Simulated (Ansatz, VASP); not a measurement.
KCl: VASP beside Ansatz

POSCAR

```
KCl
1.0
    3.0501574912      3.0501574912      0.0000000000
   -3.0501574912      3.0501574912      0.0000000000
    0.0000000000      0.0000000000      6.1003149824
K Cl
2 2
Direct
    0.0000000000      0.0000000000      0.0000000000
    0.5000000000      0.5000000000      0.5000000000
    0.5000000000      0.5000000000      0.0000000000
    0.0000000000      0.0000000000      0.5000000000
```

INCAR.step1

```
ALGO = Normal
EDIFF = 1E-4
ENCUT = 520
GGA = PE
ISMEAR = 0
LASPH = T
LCHARG = F
LREAL = F
LWAVE = T
NBANDS = 24
NELM = 100
PREC = Accurate
SIGMA = 0.02
```

The input INCAR.step2:

```
ALGO = Normal
EDIFF = 1E-6
ENCUT = 520
ISIF = 2
ISMEAR = 0
ISTART = 1
LASPH = T
LCHARG = F
LMIXTAU = T
LREAL = F
LWAVE = F
METAGGA = R2SCAN
NBANDS = 24
NELM = 100
PREC = Accurate
SIGMA = 0.02
```

KPOINTS

```
k-points
0
Gamma
  6 6 4
```

Input for Ansatz:

```yaml
crystal:
  lattice:
    - [3.0501574912, 3.0501574912, 0.0]
    - [-3.0501574912, 3.0501574912, 0.0]
    - [0.0, 0.0, 6.1003149824]
  atoms:
    - { symbol: K, position: [0.0, 0.0, 0.0] }
    - { symbol: K, position: [0.5, 0.5, 0.5] }
    - { symbol: Cl, position: [0.5, 0.5, 0.0] }
    - { symbol: Cl, position: [0.0, 0.0, 0.5] }
basis:
  ecutwfc: 500
kpoints:
  mp_grid: { grid: [6, 6, 4] }
hamiltonian:
  xc: r2scan
scf:
  occupations: { method: gaussian, width: 0.02 }
output:
  forces: true
  stress: true
  eigenvalues: true
```

Change from the starting cell: equal strain along all axes, cell held, atoms relaxed: -3.0 %.

Alike in both runs: task single point; functional r2SCAN; k mesh 6 × 6 × 4; occupations gaussian, width 0.02 eV; no spin polarisation.

|  | VASP | Ansatz |
| --- | --- | --- |
| version | VASP 6.6.1 | Ansatz 0.2.0 |
| potentials or method | VASP PAW PBE potentials, release 64 (K_sv, Cl), cutoff 520 eV | scalar-relativistic, plane waves, PAW |
| valence electrons in the cell | 32 | 32 |

Ansatz gave:

- gap on the k mesh at the Fermi level (eV): 6.18
- least direct gap on the mesh (eV): 6.18
- pressure (GPa): 2.3

Question: Which values does VASP return?

Answer: gap on the k mesh at the Fermi level (eV): 6.18; least direct gap on the mesh (eV): 6.18; pressure (GPa): 2.2.

VASP's potentials were made for PBE, not for r2SCAN.
